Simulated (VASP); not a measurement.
# SnSe in VASP: further runs, part 2 of 2

VASP 6.6.1.

### Step 5. Single point, PBEsol+D3(BJ)

This run uses another cell than the first one, of 27.93 Å³/atom.

File INCAR:

```
ALGO = Normal ; EDIFF = 1E-6
ENCUT = 520 ; GGA = PS
ISIF = 2 ; ISMEAR = 0
IVDW = 12 ; LASPH = T
LCHARG = F ; LREAL = F
LWAVE = F ; NBANDS = 28
NELM = 60 ; PREC = Accurate
SIGMA = 0.03
```

File KPOINTS:

```
k-points
0
Gamma
  8 8 6
```

File POSCAR:

```
SnSe
1.0
    4.3610103623      0.0000000000      0.0000000000
    0.0000000000      4.3610103623      0.0000000000
    0.0000000000      0.0000000000      5.8740970970
Sn Se
2 2
Direct
    0.5000000000      0.0000000000      0.2500241371
    0.0000000000      0.5000000000      0.7499758629
    0.5000000000      0.0000000000      0.7499817524
    0.0000000000      0.5000000000      0.2500182476
```

Potentials or basis: VASP PAW PBE potentials, release 64 (Sn_d, Se).

On the command line:

```
$ cat potpaw_PBE.64/Sn_d/POTCAR potpaw_PBE.64/Se/POTCAR > POTCAR
$ mpirun -np 1 vasp_std > vasp.out
```

OUTCAR:

```text
EDIFF = 1E-6
   ENCUT = 520
   GGA = PS
   ISIF = 2
   ISMEAR = 0
   IVDW = 12
   LASPH = T
   LREAL = F
   NELM = 60
   PREC = Accurate
 IVDW          = 12

 ion  position               nearest neighbor table
   1  0.500  0.000  0.250-   3 2.94   3 2.94   4 3.08   4 3.08   4 3.08   4 3.08
   2  0.000  0.500  0.750-   4 2.94   4 2.94   3 3.08   3 3.08   3 3.08   3 3.08
   3  0.500  0.000  0.750-   1 2.94   1 2.94   2 3.08   2 3.08   2 3.08   2 3.08
   4  0.000  0.500  0.250-   2 2.94   2 2.94   1 3.08   1 3.08   1 3.08   1 3.08

  LATTYP: Found a simple tetragonal cell.
 ALAT       =     4.3610103623
 C/A-ratio  =     1.3469578398

  Lattice vectors:

 A1 = (   4.3610103623,   0.0000000000,   0.0000000000)
 A2 = (   0.0000000000,   4.3610103623,   0.0000000000)
 A3 = (   0.0000000000,   0.0000000000,   5.8740970970)

Analysis of symmetry for initial positions (statically):
=====================================================================
 Subroutine PRICEL returns:
 Original cell was already a primitive cell.

 Routine SETGRP: Setting up the symmetry group for a
 simple tetragonal supercell.

 Subroutine GETGRP returns: Found 16 space group operations
 (whereof  8 operations were pure point group operations)
 out of a pool of 16 trial point group operations.

The static configuration has the point symmetry D_2d.
 The point group associated with its full space group is D_4h.

Analysis of symmetry for dynamics (positions and initial velocities):
=====================================================================
 Subroutine PRICEL returns:
 Original cell was already a primitive cell.

 Routine SETGRP: Setting up the symmetry group for a
 simple tetragonal supercell.
[... 123 lines left out ...]
   EMIN   =  10.00;   EMAX   =-10.00  energy-range for DOS
   EFERMI =   0.00;   METHOD = LEGACY
   ISMEAR =     0;   SIGMA  =   0.03  broadening in eV -4-tet -1-fermi 0-gaus
   EFERMI_NEDOS =   21; number of points for ismear=-14 and -15
   IALGO  =     38    algorithm
   IMIX   =      4    mixing-type and parameters
     AMIX     =   0.40;   BMIX     =  1.00
     AMIX_MAG =   1.60;   BMIX_MAG =  1.00
  volume/ion in A,a.u.               =      27.93       188.47
  Fermi-wavevector in a.u.,A,eV,Ry     =   1.162491  2.196790 18.386723  1.351386
  Thomas-Fermi vector in A             =   2.299052
   LORBIT       =      0    0 simple, 1 ext, 2 COOP (PROOUT), +10 PAW based schemes
   GGA     = PS    functional components
   LHFCALC =     F    Hartree Fock is set to
   AEXX    =    0.0000 exact exchange contribution
   IVDW    =    12    specifies the selected vdW correction
   LEPSILON=     F    determine dielectric tensor
   LRPA    =     F    only Hartree local field effects (RPA)
 non-spin polarized calculation
 Gauss-broadening in eV      SIGMA  =   0.03
  energy-cutoff  :      520.00
  volume of cell :      111.72
 maximum number of plane-waves:      3036
   NGX = 17   NGY = 17   NGZ = 21

 number of electron      39.9999988 magnetization

 Free energy of the ion-electron system (eV)
  ---------------------------------------------------
  ext. energy  EPLUGINS =         0.00000000
  ---------------------------------------------------
  free energy    TOTEN  =       -17.83642733 eV

  energy without entropy =      -17.83642733  energy(sigma->0) =      -17.83642733

 E-fermi :   5.2907     XC(G=0):  -9.6647

 val. band max:        5.0997159183   @ k =   0.5000   0.0000   0.5000
 cond. band min:       5.4758226440   @ k =   0.5000   0.0000   0.3333
 fundamental gap:      0.3761067257
 Fermi energy:         5.2907462696

 k-point     1 :       0.0000    0.0000    0.0000
  band No.  band energies     occupation
      1     -16.3262      2.00000
      2     -16.3250      2.00000
      3     -16.3180      2.00000
      4     -16.3176      2.00000
      5     -16.3089      2.00000
      6     -16.3029      2.00000
[... 733 lines left out ...]
     27      11.3250      0.00000
     28      11.3250      0.00000

 [... further k-points ...]

------------------------ aborting loop because EDIFF is reached ----------------------------------------

 Edisp (eV)   -1.28686

 E8    (eV) :    -0.8646

  FORCE on cell =-STRESS in cart. coord.  units (eV):
  Direction    XX          YY          ZZ          XY          YZ          ZX
  --------------------------------------------------------------------------------------
  -------------------------------------------------------------------------------------
  Total      -4.40893    -4.40893    -0.49179     0.00000     0.00000     0.00000
  in kB     -63.23074   -63.23074    -7.05299     0.00000     0.00000     0.00000
  external pressure =      -44.50 kB  Pullay stress =        0.00 kB

 VOLUME and BASIS-vectors are now :
 -----------------------------------------------------------------------------
  energy-cutoff  :      520.00
  volume of cell :      111.72
      direct lattice vectors                 reciprocal lattice vectors
     4.361010362  0.000000000  0.000000000     0.229304660  0.000000000  0.000000000
     0.000000000  4.361010362  0.000000000     0.000000000  0.229304660  0.000000000
     0.000000000  0.000000000  5.874097097     0.000000000  0.000000000  0.170238929

 POSITION                                       TOTAL-FORCE (eV/Angst)
 -----------------------------------------------------------------------------------
      2.18051      0.00000      1.46867        -0.000000      0.000000     -0.000170
      0.00000      2.18051      4.40543         0.000000      0.000000      0.000170
      2.18051      0.00000      4.40547         0.000000      0.000000      0.000232
      0.00000      2.18051      1.46863         0.000000      0.000000     -0.000232
 -----------------------------------------------------------------------------------
    total drift:                                0.000000      0.000000      0.000000

  FREE ENERGIE OF THE ION-ELECTRON SYSTEM (eV)
  ---------------------------------------------------
  free  energy   TOTEN  =       -19.1232852358 eV

  energy  without entropy=      -19.1232852358  energy(sigma->0) =      -19.12328524
```

OSZICAR:

```text
N       E                     dE             d eps       ncg     rms          rms(c)
DAV:   1     0.363574769763E+03    0.36357E+03   -0.19310E+04  3412   0.180E+03
DAV:   2     0.327579827946E+02   -0.33082E+03   -0.32219E+03  3408   0.469E+02
DAV:   3    -0.158194551593E+02   -0.48577E+02   -0.47585E+02  4072   0.154E+02
DAV:   4    -0.181577761977E+02   -0.23383E+01   -0.23251E+01  3884   0.349E+01
DAV:   5    -0.182142642488E+02   -0.56488E-01   -0.56479E-01  4196   0.608E+00    0.413E+00
DAV:   6    -0.178431254943E+02    0.37114E+00   -0.83182E-01  4552   0.509E+00    0.243E+00
DAV:   7    -0.178368376985E+02    0.62878E-02   -0.17719E-01  4064   0.175E+00    0.115E+00
DAV:   8    -0.178366832056E+02    0.15449E-03   -0.17789E-02  3808   0.928E-01    0.136E-01
DAV:   9    -0.178363407927E+02    0.34241E-03   -0.25422E-03  4168   0.335E-01    0.598E-02
DAV:  10    -0.178364211328E+02   -0.80340E-04   -0.29219E-04  3668   0.854E-02    0.244E-02
DAV:  11    -0.178364270786E+02   -0.59458E-05   -0.35484E-05  4308   0.421E-02    0.393E-03
DAV:  12    -0.178364273304E+02   -0.25183E-06   -0.26894E-06  2832   0.920E-03
   1 F= -.19123285E+02 E0= -.19123285E+02  d E =-.108664E-19
```

stdout:

```text
POSCAR found type information on POSCAR SnSe
 POSCAR found :  2 types and       4 ions
 scaLAPACK will be used
 -----------------------------------------------------------------------------
|                                                                             |
|                                                                             |
|     You enforced a specific xc type in the INCAR file but a different       |
|     I HOPE YOU KNOW WHAT YOU ARE DOING!                                     |
|                                                                             |
 -----------------------------------------------------------------------------

 LDA part: xc-table for (Slater+PW92), standard interpolation
 POSCAR, INCAR and KPOINTS ok, starting setup
 FFT: planning ... GRIDC
 FFT: planning ... GRID_SOFT
 FFT: planning ... GRID
 WAVECAR not read
 entering main loop
```

It took 96 s on 1 thread of Intel Xeon 8259CL, shared host; peak memory 0.32 GiB.

Results:

- Free energy: -19.1233 eV
- Pressure: -4.5 GPa
- Band gap on the k mesh: 0.38 eV
- Dispersion energy per atom: -0.322 eV

Stress tensor (GPa, compression positive):
```
-6.32  0.00  0.00
 0.00 -6.32  0.00
 0.00  0.00 -0.71
```

Levels at points of the mesh, in eV from the valence-band top:
```tsv
k point	band 18	band 19	band 20	band 21	band 22	band 23
(0.00, 0.00, 0.00)	-2.36	-1.88	-1.88	2.98	3.91	3.91
(0.50, 0.00, 0.00)	-2.02	-0.83	-0.83	1.25	1.25	1.81
(0.50, 0.50, 0.00)	-3.69	-3.14	-3.14	3.15	3.15	4.79
(0.00, 0.00, 0.50)	-2.79	-1.21	-1.21	2.19	2.19	3.96
(0.50, 0.00, 0.50)	-1.76	0.00	0.00	0.61	0.61	1.19
(0.50, 0.50, 0.50)	-4.37	-0.44	-0.44	1.70	1.70	4.54
```

Caveat: the stress differs along the axes, from -6 to -1 GPa; semilocal functionals underestimate gaps, and a narrow one can read as zero; the PAW data sets were made with another functional, which shifts forces and pressure a little; spin-orbit coupling is left out, which moves the levels of the heavy elements. A k mesh can miss the band edges.

### Step 6. Summary

```csv
cell,gap on the mesh (eV),pressure (GPa)
"a = 4.361, b = 4.361, c = 5.610 Å, 4 atoms",0.18,-1.4
"a = 4.153, b = 4.153, c = 6.297 Å, 4 atoms",0.12,-2.9
"a = 4.153, b = 4.153, c = 6.403 Å, 4 atoms",0.06,-3.4
"a = 4.361, b = 4.361, c = 5.874 Å, 4 atoms",0.38,-4.5
```

Alike in all rows: task single point; level PBEsol+D3(BJ); potentials or basis VASP PAW PBE potentials, release 64 (Sn_d, Se); no spin polarisation; k mesh 8 × 8 × 6; cutoff (eV) 520; smearing gaussian 0.03 eV.

Caveats: semilocal functionals underestimate gaps, and a narrow one can read as zero; the PAW data sets were made with another functional, which shifts forces and pressure a little; spin-orbit coupling is left out, which moves the levels of the heavy elements; the stress differs along the axes, from -6 to 8 GPa (at least some runs); the stress differs along the axes, from -8 to -1 GPa (at least some runs); the stress differs along the axes, from -9 to -1 GPa (at least some runs); the stress differs along the axes, from -6 to -1 GPa (at least some runs).

Total energies depend on the potentials used, so only differences within one code and one set of settings carry meaning.
